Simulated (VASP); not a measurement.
# C (R-3m) in VASP: notebook, part 2 of 2

VASP 6.6.1. Earlier steps stand in the parts before.

## Step 3: Single point, LDA (biaxial strain in the a-b plane: +2.0 %)

The input, INCAR:

```
PREC = Accurate ; ENCUT = 520
EDIFF = 1E-6 ; ISMEAR = 0
SIGMA = 0.01 ; LREAL = F
LASPH = T ; NELM = 100
ALGO = Normal ; ISIF = 2
LWAVE = F ; LCHARG = T
LELF = T ; LVHAR = T
NBANDS = 36
```

The input, KPOINTS:

```
Automatic mesh
0
Gamma
  18 18 2
```

The input, POSCAR:

```
C
1.0
    2.4937038264      0.0000000000      0.0000000000
   -1.2468519132      2.1596108632      0.0000000000
    0.0000000000      0.0000000000     20.4783754398
C
12
Direct
    0.0000000000      0.0000000000      0.9197893561
    0.3333333333      0.6666666667      0.9197629360
    0.0000000000      0.0000000000      0.7469037306
    0.3333333333      0.6666666667      0.7468773105
    0.6666666667      0.3333333333      0.2531226895
    0.0000000000      0.0000000000      0.2530962694
    0.6666666667      0.3333333333      0.0802370640
    0.0000000000      0.0000000000      0.0802106439
    0.3333333333      0.6666666667      0.5864560228
    0.6666666667      0.3333333333      0.5864296027
    0.3333333333      0.6666666667      0.4135703973
    0.6666666667      0.3333333333      0.4135439772
```

Potentials or basis: VASP PAW LDA potentials, release 64 (C).

Run with:

```sh
$ cat potpaw_LDA.64/C/POTCAR > POTCAR
$ mpirun -np 1 vasp_std > vasp.out
```

OUTCAR:

```text
PREC = Accurate
   ENCUT = 520
   EDIFF = 1E-6
   ISMEAR = 0
   LREAL = F
   LASPH = T
   NELM = 100
   ISIF = 2

 ion  position               nearest neighbor table
   1  0.000  0.000  0.920-   2 1.44   2 1.44   2 1.44
   2  0.333  0.667  0.920-   1 1.44   1 1.44   1 1.44
   3  0.000  0.000  0.747-   4 1.44   4 1.44   4 1.44
   4  0.333  0.667  0.747-   3 1.44   3 1.44   3 1.44
   5  0.667  0.333  0.253-   6 1.44   6 1.44   6 1.44
   6  0.000  0.000  0.253-   5 1.44   5 1.44   5 1.44
   7  0.667  0.333  0.080-   8 1.44   8 1.44   8 1.44
   8  0.000  0.000  0.080-   7 1.44   7 1.44   7 1.44
   9  0.333  0.667  0.586-  10 1.44  10 1.44  10 1.44
  10  0.667  0.333  0.586-   9 1.44   9 1.44   9 1.44
  11  0.333  0.667  0.414-  12 1.44  12 1.44  12 1.44
  12  0.667  0.333  0.414-  11 1.44  11 1.44  11 1.44

  LATTYP: Found a hexagonal cell.
 ALAT       =     2.4937038264
 C/A-ratio  =     8.2120319274

  Lattice vectors:

[... 216 lines left out ...]
      3     -14.8900      2.00000
      4     -14.7242      2.00000
      5     -14.7242      2.00000
      6     -14.6542      2.00000
[... 925 lines left out ...]
     35      12.6736      0.00000
     36      12.7792      0.00000

 [... further k-points ...]

------------------------ aborting loop because EDIFF is reached ----------------------------------------

  FORCE on cell =-STRESS in cart. coord.  units (eV):
  Direction    XX          YY          ZZ          XY          YZ          ZX
  --------------------------------------------------------------------------------------
  -------------------------------------------------------------------------------------
  Total      -15.1710390    -15.1710390      0.2208593      0.0000000      0.0000000      0.0000000
  in kB     -220.3992094   -220.3992094      3.2085615      0.0000000      0.0000000      0.0000000
  external PRESSURE =    -145.8632858 kB  Pullay stress =       0.0000000 kB

 VOLUME and BASIS-vectors are now :
 -----------------------------------------------------------------------------
  energy-cutoff  :      520.00
  volume of cell :      110.28
      direct lattice vectors                 reciprocal lattice vectors
     2.493703826  0.000000000  0.000000000     0.401009931  0.231523192  0.000000000
    -1.246851913  2.159610863  0.000000000     0.000000000  0.463046384  0.000000000
     0.000000000  0.000000000 20.478375440     0.000000000  0.000000000  0.048831999

 POSITION                                       TOTAL-FORCE (eV/Angst)
 -----------------------------------------------------------------------------------
      0.00000      0.00000     18.83579        -0.000000     -0.000000      0.001330
     -0.00000      1.43974     18.83525        -0.000000      0.000000     -0.003959
      0.00000      0.00000     15.29538         0.000000     -0.000000      0.003959
     -0.00000      1.43974     15.29483         0.000000      0.000000     -0.001330
      1.24685      0.71987      5.18354         0.000000     -0.000000      0.001330
      0.00000      0.00000      5.18300        -0.000000      0.000000     -0.003959
      1.24685      0.71987      1.64312         0.000000     -0.000000      0.003959
      0.00000      0.00000      1.64258         0.000000      0.000000     -0.001330
     -0.00000      1.43974     12.00967         0.000000     -0.000000      0.001330
      1.24685      0.71987     12.00913        -0.000000      0.000000     -0.003959
     -0.00000      1.43974      8.46925        -0.000000     -0.000000      0.003959
      1.24685      0.71987      8.46871        -0.000000      0.000000     -0.001330
 -----------------------------------------------------------------------------------
    total drift:                                0.000000     -0.000000      0.000000

  FREE ENERGIE OF THE ION-ELECTRON SYSTEM (eV)
  ---------------------------------------------------
  free  energy   TOTEN  =      -121.0019533540 eV

  energy  without entropy=     -121.0019533540  energy(sigma->0) =     -121.00195335
```

stdout:

```text
POSCAR found type information on POSCAR C
 POSCAR found :  1 types and      12 ions
 scaLAPACK will be used
 LDA part: xc-table for (Slater(with rela. corr.)+CA(PZ))
 , standard interpolation
 POSCAR, INCAR and KPOINTS ok, starting setup
 FFT: planning ... GRIDC
 FFT: planning ... GRID_SOFT
 FFT: planning ... GRID
 WAVECAR not read
 entering main loop
```

Wall time 1.9 min (1 thread of Intel Xeon 6975P-C (Granite Rapids), shared host); peak memory 0.31 GiB.

Results:

* Free energy: -121.0020 eV
* Pressure: -14.6 GPa
* Largest force: 0.004 eV/Å

Forces on the atoms (eV/Å):
```
C    0.000  0.000  0.001
C    0.000  0.000 -0.004
C    0.000  0.000  0.004
C    0.000  0.000 -0.001
C    0.000  0.000  0.001
C    0.000  0.000 -0.004
C    0.000  0.000  0.004
C    0.000  0.000 -0.001
C    0.000  0.000  0.001
C    0.000  0.000 -0.004
C    0.000  0.000  0.004
C    0.000  0.000 -0.001
```

Caveat: the cell differs from its parent crystal (biaxial strain in the a-b plane: +2.0 %); the cell stands under tension.

## Step 4: Single point, LDA (biaxial strain in the a-b plane: +3.0 %)

The input, INCAR:

```
SYSTEM = C
ALGO = Normal
EDIFF = 1E-7
ENCUT = 520
ISIF = 2
ISMEAR = 0
LASPH = .True.
LCHARG = .True.
LELF = .True.
LREAL = .False.
LVHAR = .True.
LWAVE = .False.
NBANDS = 36
NELM = 60
PREC = Accurate
SIGMA = 0.01
```

The input, KPOINTS:

```
k-points
0
Gamma
  18 18 2
  0 0 0
```

The input, POSCAR:

```
C
1.0
    2.5181519031      0.0000000000      0.0000000000
   -1.2590759516      2.1807835187      0.0000000000
    0.0000000000      0.0000000000     20.3540128359
C
12
Direct
    0.0000000000      0.0000000000      0.9198486215
    0.3333333333      0.6666666667      0.9198202688
    0.0000000000      0.0000000000      0.7468463979
    0.3333333333      0.6666666667      0.7468180452
    0.6666666667      0.3333333333      0.2531819548
    0.0000000000      0.0000000000      0.2531536021
    0.6666666667      0.3333333333      0.0801797312
    0.0000000000      0.0000000000      0.0801513785
    0.3333333333      0.6666666667      0.5865152882
    0.6666666667      0.3333333333      0.5864869355
    0.3333333333      0.6666666667      0.4135130645
    0.6666666667      0.3333333333      0.4134847118
```

Run with:

```sh
$ cat potpaw_LDA.64/C/POTCAR > POTCAR
$ mpirun -np 1 vasp_std > vasp.out
```

Wall time 2.2 min (1 thread of Intel Xeon 6975P-C (Granite Rapids), shared host); peak memory 0.31 GiB.

Results (log left out):

* Free energy: -120.6338 eV
* Pressure: -21.3 GPa
* Largest force: 0.006 eV/Å

Forces in eV/Å, atoms in the order of the input:
```
C    0.000  0.000  0.002
C    0.000  0.000 -0.006
C    0.000  0.000  0.006
C    0.000  0.000 -0.002
C    0.000  0.000  0.002
C    0.000  0.000 -0.006
C    0.000  0.000  0.006
C    0.000  0.000 -0.002
C    0.000  0.000  0.002
C    0.000  0.000 -0.006
C    0.000  0.000  0.006
C    0.000  0.000 -0.002
```

Stress tensor (GPa, compression positive):
```
-32.28   0.00   0.00
  0.00 -32.28   0.00
  0.00   0.00   0.59
```

Caveat: the cell differs from its parent crystal (biaxial strain in the a-b plane: +3.0 %); the cell stands under tension.

## Step 5: Single point, LDA (biaxial strain in the a-b plane: -3.0 %, then relaxed in part)

The input, INCAR:

```
SYSTEM = C
PREC = Accurate
ENCUT = 520
EDIFF = 1E-7
ISMEAR = 0
SIGMA = 0.01
LREAL = .FALSE.
LASPH = .TRUE.
NELM = 60
ALGO = Normal
ISIF = 2
LWAVE = .FALSE.
LCHARG = .FALSE.
GGA = CA
NBANDS = 36
```

The input, KPOINTS:

```
Automatic mesh
0
G
  18 18 2
  0 0 0
```

The input, POSCAR:

```
C
1.0
    2.3714634428      0.0000000000      0.0000000000
   -1.1857317214      2.0537475856      0.0000000000
    0.0000000000      0.0000000000     20.5234756350
C
12
Direct
    0.0000000000      0.0000000000      0.9195666772
    0.3333333333      0.6666666667      0.9195446201
    0.0000000000      0.0000000000      0.7471220465
    0.3333333333      0.6666666667      0.7470999895
    0.6666666667      0.3333333333      0.2529000105
    0.0000000000      0.0000000000      0.2528779535
    0.6666666667      0.3333333333      0.0804553799
    0.0000000000      0.0000000000      0.0804333228
    0.3333333333      0.6666666667      0.5862333438
    0.6666666667      0.3333333333      0.5862112868
    0.3333333333      0.6666666667      0.4137887132
    0.6666666667      0.3333333333      0.4137666562
```

Potentials or basis: VASP PAW LDA potentials, release 64 (C).

Run with:

```sh
$ cat potpaw_LDA.64/C/POTCAR > POTCAR
$ mpirun -np 1 vasp_std > vasp.out
```

OUTCAR:

```text
SYSTEM = C
   PREC = Accurate
   ENCUT = 520
   EDIFF = 1E-7
   ISMEAR = 0
   LREAL = .FALSE.
   LASPH = .TRUE.
   NELM = 60
   ISIF = 2
   GGA = CA

 ion  position               nearest neighbor table
   1  0.000  0.000  0.920-   2 1.37   2 1.37   2 1.37
   2  0.333  0.667  0.920-   1 1.37   1 1.37   1 1.37
   3  0.000  0.000  0.747-   4 1.37   4 1.37   4 1.37
   4  0.333  0.667  0.747-   3 1.37   3 1.37   3 1.37
   5  0.667  0.333  0.253-   6 1.37   6 1.37   6 1.37
   6  0.000  0.000  0.253-   5 1.37   5 1.37   5 1.37
   7  0.667  0.333  0.080-   8 1.37   8 1.37   8 1.37
   8  0.000  0.000  0.080-   7 1.37   7 1.37   7 1.37
   9  0.333  0.667  0.586-  10 1.37  10 1.37  10 1.37
  10  0.667  0.333  0.586-   9 1.37   9 1.37   9 1.37
  11  0.333  0.667  0.414-  12 1.37  12 1.37  12 1.37
  12  0.667  0.333  0.414-  11 1.37  11 1.37  11 1.37

  LATTYP: Found a hexagonal cell.
 ALAT       =     2.3714634428
 C/A-ratio  =     8.6543504170

[... 217 lines left out ...]
      2     -15.1943      2.00000
      3     -15.1943      2.00000
      4     -15.0449      2.00000
      5     -15.0449      2.00000
      6     -14.9807      2.00000
[... 925 lines left out ...]
     35      15.1511      0.00000
     36      15.2660      0.00000

 [... further k-points ...]

------------------------ aborting loop because EDIFF is reached ----------------------------------------

  FORCE on cell =-STRESS in cart. coord.  units (eV):
  Direction    XX          YY          ZZ          XY          YZ          ZX
  --------------------------------------------------------------------------------------
  -------------------------------------------------------------------------------------
  Total       28.3112073     28.3112073     -0.0909259      0.0000000      0.0000000      0.0000000
  in kB      453.7896246    453.7896245     -1.4574171      0.0000000      0.0000000      0.0000000
  external PRESSURE =     302.0406107 kB  Pullay stress =       0.0000000 kB

 VOLUME and BASIS-vectors are now :
 -----------------------------------------------------------------------------
  energy-cutoff  :      520.00
  volume of cell :       99.96
      direct lattice vectors                 reciprocal lattice vectors
     2.371463443  0.000000000  0.000000000     0.421680546  0.243457377  0.000000000
    -1.185731721  2.053747586  0.000000000     0.000000000  0.486914754  0.000000000
     0.000000000  0.000000000 20.523475635     0.000000000  0.000000000  0.048724691

 POSITION                                       TOTAL-FORCE (eV/Angst)
 -----------------------------------------------------------------------------------
      0.00000      0.00000     18.87270         0.000000     -0.000000     -0.000384
     -0.00000      1.36917     18.87225        -0.000000     -0.000000     -0.000785
      0.00000      0.00000     15.33354         0.000000     -0.000000      0.000785
     -0.00000      1.36917     15.33309        -0.000000      0.000000      0.000384
      1.18573      0.68458      5.19039         0.000000     -0.000000     -0.000384
      0.00000      0.00000      5.18993         0.000000      0.000000     -0.000785
      1.18573      0.68458      1.65122         0.000000     -0.000000      0.000785
      0.00000      0.00000      1.65077        -0.000000      0.000000      0.000384
     -0.00000      1.36917     12.03155        -0.000000     -0.000000     -0.000384
      1.18573      0.68458     12.03109        -0.000000      0.000000     -0.000785
     -0.00000      1.36917      8.49238         0.000000      0.000000      0.000785
      1.18573      0.68458      8.49193        -0.000000      0.000000      0.000384
 -----------------------------------------------------------------------------------
    total drift:                                0.000000     -0.000000     -0.000000

  FREE ENERGIE OF THE ION-ELECTRON SYSTEM (eV)
  ---------------------------------------------------
  free  energy   TOTEN  =      -120.4112440404 eV

  energy  without entropy=     -120.4112440404  energy(sigma->0) =     -120.41124404
```

Wall time 2.2 min (1 thread of Intel Xeon 6975P-C (Granite Rapids), shared host); peak memory 0.28 GiB.

What came out:

- Free energy: -120.4112 eV
- Pressure: 30.2 GPa

Caveat: the cell differs from its parent crystal (biaxial strain in the a-b plane: -3.0 %, then relaxed in part); the cell stands under pressure.

## Step 6: Overview

```csv
cell,pressure (GPa)
"a = 2.469, b = 2.469, c = 20.738 Å, angles 90.0, 90.0, 120.0°, 12 atoms",-7.2
"a = 2.494, b = 2.494, c = 20.478 Å, angles 90.0, 90.0, 120.0°, 12 atoms",-14.6
"a = 2.518, b = 2.518, c = 20.354 Å, angles 90.0, 90.0, 120.0°, 12 atoms",-21.3
"a = 2.371, b = 2.371, c = 20.523 Å, angles 90.0, 90.0, 120.0°, 12 atoms",30.2
```

Alike in all rows: task single point; level LDA; potentials or basis VASP PAW LDA potentials, release 64 (C); no spin polarisation; k mesh 18 × 18 × 2; cutoff (eV) 520; smearing gaussian 0.01 eV.

Caveats: the cell stands under tension (at least some runs); the cell stands under pressure (at least some runs).

Total energies depend on the potentials used, so only differences within one code and one set of settings carry meaning.
